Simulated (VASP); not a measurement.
# Cu in VASP: further runs

Cu is run at these levels: PBEsol; tasks: single point.

All numbers are computed with VASP 6.6.1; they aren't measurements. Logs are shortened: lines on timing, memory, paths and dates and some standing lists are left out, and cuts for length are marked.

## Step 1: The cell of the first run

The structure is tetragonal, space group I4/mmm (No. 139). The conventional cell has a = 2.469 Å, b = 2.469 Å, c = 3.658 Å, α = 90.00°, β = 90.00°, γ = 90.00°. Within 3.3 Å of Cu (site symmetry 4/mmm) lie 12 Cu at 2.47 to 2.53 Å.

## Step 2: Single point, PBEsol (biaxial strain in the a-b plane: -2.0 %, then relaxed in part)

The input, INCAR:

```
  PREC = Accurate
  ENCUT = 520
  EDIFF = 1E-7
  ISMEAR = 0
  SIGMA = 0.1
  LREAL = F
  LASPH = T
  NELM = 80
  ALGO = Fast
  ISIF = 2
  LWAVE = F
  LCHARG = T
  GGA = PS
  LELF = T
  LVHAR = T
  NBANDS = 18
```

The input, KPOINTS:

```
Automatic mesh
0
Gamma
  20 20 14
```

The input, POSCAR:

```
Cu
1.0
    1.7460720655      1.7460720655      0.0000000000
   -1.7460720655      1.7460720655      0.0000000000
    0.0000000000      0.0000000000      3.6582033914
Cu
2
Direct
    0.0000000000      0.0000000000      0.0000000000
    0.5000000000      0.5000000000      0.5000000000
```

Potentials or basis: VASP PAW PBE potentials, release 64 (Cu).

Command:

```console
cat potpaw_PBE.64/Cu/POTCAR > POTCAR
mpirun -np 1 vasp_std > vasp.out
```

OUTCAR:

```text
PREC = Accurate
   ENCUT = 520
   EDIFF = 1E-7
   ISMEAR = 0
   LREAL = F
   LASPH = T
   NELM = 80
   ISIF = 2
   GGA = PS

 ion  position               nearest neighbor table
   1  0.000  0.000  0.000-   2 2.53   2 2.53   2 2.53   2 2.53   2 2.53   2 2.53   2 2.53   2 2.53

   2  0.500  0.500  0.500-   1 2.53   1 2.53   1 2.53   1 2.53   1 2.53   1 2.53   1 2.53   1 2.53

  LATTYP: Found a simple tetragonal cell.
 ALAT       =     2.4693187959
 C/A-ratio  =     1.4814625789

  Lattice vectors:

 A1 = (   1.7460720655,   1.7460720655,   0.0000000000)
 A2 = (  -1.7460720655,   1.7460720655,   0.0000000000)
 A3 = (   0.0000000000,   0.0000000000,   3.6582033914)

Analysis of symmetry for initial positions (statically):
=====================================================================
 Subroutine PRICEL returns following result:

  LATTYP: Found a body centered tetragonal cell.
 ALAT       =     2.4693187959
 C/A-ratio  =     1.4814625789

  Lattice vectors:

 A1 = (   1.7460720655,   0.0000000000,  -1.8291016957)
 A2 = (  -1.7460720655,   0.0000000000,  -1.8291016957)
 A3 = (   0.0000000000,   1.7460720655,   1.8291016957)

   2 primitive cells build up your supercell.

 Routine SETGRP: Setting up the symmetry group for a
 simple tetragonal supercell.

 Subroutine GETGRP returns: Found 16 space group operations
 (whereof 16 operations were pure point group operations)
 out of a pool of 16 trial point group operations.

The static configuration has the point symmetry D_4h.

Analysis of symmetry for dynamics (positions and initial velocities):
=====================================================================
 Subroutine PRICEL returns following result:

  LATTYP: Found a body centered tetragonal cell.
 ALAT       =     2.4693187959
 C/A-ratio  =     1.4814625789

  Lattice vectors:

 A1 = (   1.7460720655,   0.0000000000,  -1.8291016957)
 A2 = (  -1.7460720655,   0.0000000000,  -1.8291016957)
 A3 = (   0.0000000000,   1.7460720655,   1.8291016957)

   2 primitive cells build up your supercell.

 Routine SETGRP: Setting up the symmetry group for a
 simple tetragonal supercell.

 Subroutine GETGRP returns: Found 16 space group operations
 (whereof 16 operations were pure point group operations)
 out of a pool of 16 trial point group operations.

The dynamic configuration has the point symmetry D_4h.

 Subroutine INISYM returns: Found 16 space group operations
 (whereof 16 operations are pure point group operations),
 and found     2 'primitive' translations

----------------------------------------------------------------------------------------

                                     Primitive cell

  volume of cell :      11.1530

  direct lattice vectors                    reciprocal lattice vectors
     1.746072065  0.000000000 -1.829101696     0.286357024  0.286357024 -0.273358229
    -1.746072065  0.000000000 -1.829101696    -0.286357024  0.286357024 -0.273358229
     0.000000000  1.746072065  1.829101696     0.000000000  0.572714048  0.000000000

  length of vectors
     2.528711267  2.528711267  2.528711267     0.488595345  0.488595345  0.572714048

  position of ions in fractional coordinates (direct lattice)
     0.000000000  0.000000000  0.000000000

  ion indices of the primitive-cell ions
   primitive index   ion index
                 1           1

----------------------------------------------------------------------------------------

 KPOINTS: Automatic mesh

Automatic generation of k-mesh.
 Grid dimensions read from file:
 generate k-points for:   20   20   14

 Generating k-lattice:

  Cartesian coordinates                     Fractional coordinates (reciprocal lattice)
     0.014317851  0.014317851  0.000000000     0.050000000  0.000000000  0.000000000
    -0.014317851  0.014317851  0.000000000     0.000000000  0.050000000  0.000000000
     0.000000000  0.000000000  0.019525588     0.000000000  0.000000000  0.071428571

  Length of vectors
     0.020248499  0.020248499  0.019525588

  Shift w.r.t. Gamma in fractional coordinates (k-lattice)
     0.000000000  0.000000000  0.000000000

 Subroutine IBZKPT returns following result:
 ===========================================

 Found    528 irreducible k-points:

 Following reciprocal coordinates:
            Coordinates               Weight
  0.000000  0.000000  0.000000      1.000000
  0.050000  0.000000  0.000000      4.000000
  0.100000  0.000000  0.000000      4.000000
  0.150000  0.000000  0.000000      4.000000
  0.200000  0.000000  0.000000      4.000000
  0.250000  0.000000  0.000000      4.000000
[... 16 lines left out ...]
  0.150000  0.100000  0.000000      8.000000
  0.200000  0.100000  0.000000      8.000000
 [... further k-points ...]
   k-points           NKPTS =    528   k-points in BZ     NKDIM =    528   number of bands    NBANDS=     18
   number of dos      NEDOS =    301   number of ions     NIONS =      2
   total plane-waves  NPLWV =   9072
   dimension x,y,z NGX =    18 NGY =   18 NGZ =   28
   dimension x,y,z NGXF=    36 NGYF=   36 NGZF=   56
   ions per type =               2
   NGX,Y,Z   is equivalent  to a cutoff of  12.12, 12.12, 12.72 a.u.
   NGXF,Y,Z  is equivalent  to a cutoff of  24.24, 24.24, 25.45 a.u.
 SYSTEM =  unknown system
   PREC   = accura    normal or accurate (medium, high low for compatibility)
   ISTART =      0    job   : 0-new  1-cont  2-samecut
   ICHARG =      2    charge: 1-file 2-atom 10-const
   ISPIN  =      1    spin polarized calculation?
   LNONCOLLINEAR =      F non collinear calculations
   LSORBIT =      F    spin-orbit coupling
   LASPH  =      T    aspherical Exc in radial PAW
   ENCUT  =  520.0 eV  38.22 Ry    6.18 a.u.   4.59  4.59  6.80*2*pi/ulx,y,z
   NELM   =     80;   NELMIN=  2; NELMDL= -5     # of ELM steps
   EDIFF  = 0.1E-06   stopping-criterion for ELM
   LREAL  =      F    real-space projection
   EDIFFG = 0.1E-05   stopping-criterion for IOM
   NSW    =      0    number of steps for IOM
   IBRION =     -1    ionic relax: 0-MD 1-quasi-New 2-CG
   NFREE  =      0    steps in history (QN), initial steepest desc. (CG)
   ISIF   =      2    stress and relaxation
   ISYM   =      2    0-nonsym 1-usesym 2-fastsym
   POTIM  = 0.5000    time-step for ionic-motion
   TEBEG  =    0.0;   TEEND  =   0.0 temperature during run
   PSTRESS=    0.0 pullay stress
   NELECT =      22.0000    total number of electrons
   NUPDOWN=      -1.0000    fix difference up-down
   EMIN   =  10.00;   EMAX   =-10.00  energy-range for DOS
   EFERMI =   0.00;   METHOD = LEGACY
   ISMEAR =     0;   SIGMA  =   0.10  broadening in eV -4-tet -1-fermi 0-gaus
   EFERMI_NEDOS =   21; number of points for ismear=-14 and -15
   IALGO  =     68    algorithm
   IMIX   =      4    mixing-type and parameters
     AMIX     =   0.40;   BMIX     =  1.00
     AMIX_MAG =   1.60;   BMIX_MAG =  1.00
  volume/ion in A,a.u.               =      11.15        75.26
  Fermi-wavevector in a.u.,A,eV,Ry     =   1.629577  3.079455 36.130578  2.655523
  Thomas-Fermi vector in A             =   2.722021
   LORBIT       =      0    0 simple, 1 ext, 2 COOP (PROOUT), +10 PAW based schemes
   GGA     = PS    functional components
   LHFCALC =     F    Hartree Fock is set to
   AEXX    =    0.0000 exact exchange contribution
   IVDW    =     0    specifies the selected vdW correction
   LEPSILON=     F    determine dielectric tensor
   LRPA    =     F    only Hartree local field effects (RPA)
 non-spin polarized calculation
 RMM-DIIS sequential band-by-band and
 Gauss-broadening in eV      SIGMA  =   0.10
  energy-cutoff  :      520.00
  volume of cell :       22.31
 maximum number of plane-waves:       625
   NGX =  9   NGY =  9   NGZ = 13

 number of electron      21.9999963 magnetization

 Free energy of the ion-electron system (eV)
  ---------------------------------------------------
  ext. energy  EPLUGINS =         0.00000000
  ---------------------------------------------------
  free energy    TOTEN  =        -8.60572037 eV

  energy without entropy =       -8.60210491  energy(sigma->0) =       -8.60391264

 E-fermi :   8.1334     XC(G=0): -13.2456

 val. band max:        8.1207492751   @ k =   0.1000   0.1000   0.2143
 cond. band min:       8.1376715454   @ k =   0.1500   0.1500   0.2857
 fundamental gap:      0.0169222703
 Fermi energy:         8.1333665832

 k-point     1 :       0.0000    0.0000    0.0000
  band No.  band energies     occupation
      1      -1.7055      2.00000
      2       2.8502      2.00000
      3       3.4046      2.00000
      4       4.7551      2.00000
      5       5.0087      2.00000
      6       5.0087      2.00000
[... 10 lines left out ...]
     17      30.0451      0.00000
     18      31.2120      0.00000

 k-point     2 :       0.0500    0.0000    0.0000
  band No.  band energies     occupation
      1      -1.6401      2.00000
      2       2.8833      2.00000
      3       3.4239      2.00000
      4       4.7726      2.00000
      5       4.9897      2.00000
      6       5.0200      2.00000
[... 10 lines left out ...]
     17      30.5067      0.00000
     18      30.9327      0.00000

 k-point     3 :       0.1000    0.0000    0.0000
  band No.  band energies     occupation
      1      -1.4450      2.00000
      2       2.9790      2.00000
      3       3.4808      2.00000
      4       4.8213      2.00000
      5       4.9348      2.00000
      6       5.0536      2.00000
[... 10 lines left out ...]
     17      29.9273      0.00000
     18      31.5635      0.00000

 k-point     4 :       0.1500    0.0000    0.0000
  band No.  band energies     occupation
      1      -1.1240      2.00000
      2       3.1264      2.00000
      3       3.5720      2.00000
      4       4.8498      2.00000
      5       4.8889      2.00000
      6       5.1085      2.00000
[... 375 lines left out ...]
      4       4.8451      2.00000
      5       4.8962      2.00000
      6       5.1161      2.00000
[... 10 lines left out ...]
     17      30.0070      0.00000
     18      31.0600      0.00000

 k-point    23 :       0.1500    0.1000    0.0000
  band No.  band energies     occupation
      1      -0.8700      2.00000
      2       3.2369      2.00000
      3       3.6565      2.00000
      4       4.7546      2.00000
      5       4.9742      2.00000
      6       5.1782      2.00000
[... 10 lines left out ...]
     17      29.6179      0.00000
     18      30.7558      0.00000

 k-point    24 :       0.2000    0.1000    0.0000
  band No.  band energies     occupation
      1      -0.4361      2.00000
      2       3.4054      2.00000
      3       3.7785      2.00000
      4       4.6452      2.00000
      5       5.0464      2.00000
      6       5.1319      2.00000
[... 10 lines left out ...]
     17      27.8366      0.00000
     18      31.2159      0.00000

 [... further k-points ...]

------------------------ aborting loop because EDIFF is reached ----------------------------------------

  FORCE on cell =-STRESS in cart. coord.  units (eV):
  Direction    XX          YY          ZZ          XY          YZ          ZX
  --------------------------------------------------------------------------------------
  -------------------------------------------------------------------------------------
  Total        0.6446912      0.6446912      0.1021773      0.0000000     -0.0000000      0.0000000
  in kB       46.3063046     46.3063046      7.3390995      0.0000000     -0.0000000      0.0000000
  external PRESSURE =      33.3172362 kB  Pullay stress =       0.0000000 kB

 VOLUME and BASIS-vectors are now :
 -----------------------------------------------------------------------------
  energy-cutoff  :      520.00
  volume of cell :       22.31
      direct lattice vectors                 reciprocal lattice vectors
     1.746072065  1.746072065  0.000000000     0.286357024  0.286357024  0.000000000
    -1.746072065  1.746072065  0.000000000    -0.286357024  0.286357024  0.000000000
     0.000000000  0.000000000  3.658203391     0.000000000  0.000000000  0.273358229

 POSITION                                       TOTAL-FORCE (eV/Angst)
 -----------------------------------------------------------------------------------
      0.00000      0.00000      0.00000        -0.000000      0.000000     -0.000000
      0.00000      1.74607      1.82910         0.000000     -0.000000      0.000000
 -----------------------------------------------------------------------------------
    total drift:                                0.000000     -0.000000     -0.000000

  FREE ENERGIE OF THE ION-ELECTRON SYSTEM (eV)
  ---------------------------------------------------
  free  energy   TOTEN  =        -8.6057203719 eV

  energy  without entropy=       -8.6021049094  energy(sigma->0) =       -8.60391264
```

Wall time 94 s (1 thread of Intel Xeon 6975P-C (Granite Rapids), shared host); peak memory 0.27 GiB.

What came out:

```yaml
Free_energy: -8.6057 eV
Pressure: 3.3 GPa
Band_gap_on_the_k_mesh: zero (bands 11 and 12 overlap by 8.37 eV)
```

Stress tensor (GPa, compression positive):
```
4.63 0.00 0.00
0.00 4.63 0.00
0.00 0.00 0.73
```

Caveat: the cell differs from its parent crystal (biaxial strain in the a-b plane: -2.0 %, then relaxed in part); the cell stands under pressure; the PAW data sets were made with another functional, which shifts forces and pressure a little.

[end of part 1 of 2]
